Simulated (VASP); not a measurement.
Ni: single point with PBE0

Ni:

```
CELL_PARAMETERS angstrom
0.00000 1.71409 1.71409
1.71409 0.00000 1.71409
1.71409 1.71409 0.00000
ATOMIC_POSITIONS crystal
Ni 0.00000 0.00000 0.00000
```

```json
{
  "Program": "VASP 6.6.1",
  "Task": "single point",
  "Functional": "PBE0",
  "Potentials or basis": "VASP PAW PBE potentials, release 64 (Ni)",
  "Cutoff": "520 eV",
  "k mesh": "8 × 8 × 8",
  "Occupations": "fermi-dirac, width 0.05 eV",
  "Spin": "collinear spin, ferromagnetic start",
  "Starting moments": "[1.0] μB",
  "Dipole correction": "no",
  "Grid for exact exchange (PRECFOCK)": "Normal",
  "Further INCAR settings": "ALGO = Normal; EDIFF = 1e-07; NBANDS = 15",
  "Share of exact exchange": "0.25"
}
```

The pressure is 12.7 GPa, the net moment is 0.70 μB per cell and the site moments are Ni +0.72 μB. The valence electrons inside the program's atomic spheres are Ni 9.50.

Levels at points of the mesh, in eV from the Fermi level:
Spin up:
```
           k point  band 3  band 4  band 5  band 6  band 7  band 8
(0.00, 0.00, 0.00)   -5.15   -5.15   -3.65   -3.65   26.10   30.75
(0.50, 0.00, 0.00)   -5.06   -2.77   -2.77   -0.64    7.16   24.42
(0.50, 0.50, 0.00)   -2.76   -2.72   -2.72    3.32   11.16   17.19
```
Spin down:
```tsv
k point	band 1	band 2	band 3	band 4	band 5	band 6	band 7	band 8	band 9	band 10
(0.00, 0.00, 0.00)	-11.52	-2.83	-2.83	-2.83	-2.77	-2.77	25.49	30.51	30.51	30.51
(0.50, 0.00, 0.00)	-6.32	-3.83	-3.83	-1.26	0.41	0.41	8.24	23.96	27.96	27.96
(0.50, 0.50, 0.00)	-7.03	-5.37	-1.81	1.37	1.37	2.65	11.36	16.96	16.96	22.91
```

Wall time 79 min on 1 thread of Oxide Virtual Turin-like Processor, with other jobs on the host, peak memory 0.1 GiB.

Caveat: the k points lie up to 0.40 Å⁻¹ apart; the PAW data sets were made with another functional, which shifts forces and pressure a little.
